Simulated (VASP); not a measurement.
Write the native input for VASP 6.6.1 that does the following.

```
Task                   : single point
Functional             : PBEsol
Potentials or basis    : VASP PAW PBE potentials, release 64 (Zn, Se)
Cutoff                 : 520 eV
k mesh                 : 6 × 6 × 6
Occupations            : fermi-dirac, width 0.2 eV
Spin                   : no spin polarisation
Dipole correction      : no
Further INCAR settings : ALGO = Normal; EDIFF = 1e-07; NBANDS = 16
```

The structure of ZnSe lies in POSCAR:

```
ZnSe
1.0
    3.3251530431      0.0000000000      0.0000000000
    0.0000000000      3.3251530431      0.0000000000
    0.0000000000      0.0000000000      3.3251530431
Zn Se
1 1
Direct
    0.0000000000      0.0000000000      0.0000000000
    0.5000000000      0.5000000000      0.5000000000
```

The input as run:

INCAR

```
SYSTEM = ZnSe
  PREC = Accurate
  ENCUT = 520
  EDIFF = 1E-7
  ISMEAR = -1
  SIGMA = 0.2
  LREAL = .False.
  LASPH = .True.
  NELM = 100
  ALGO = Normal
  ISIF = 2
  LWAVE = .False.
  LCHARG = .False.
  GGA = PS
  NBANDS = 16
```

KPOINTS

```
Automatic mesh
0
Gamma
  6 6 6
  0 0 0
```

Potentials or basis: VASP PAW PBE potentials, release 64 (Zn, Se).

Launch:

```console
$ cat potpaw_PBE.64/Zn/POTCAR potpaw_PBE.64/Se/POTCAR > POTCAR
$ mpirun -np 1 vasp_std > vasp.out
```

It gave:

```json
{"Pressure": "-2.4 GPa", "Band gap on the k mesh": "zero (band 9 reaches 4.31 eV, above the bottom of band 10 at 2.75 eV)"}
```

Caveat: the PAW data sets were made with another functional, which shifts forces and pressure a little.

Run time: 6 s on 1 thread of Intel(R) Xeon(R) 6975P-C (Granite Rapids) (shared host), peak memory 0.15 GiB.
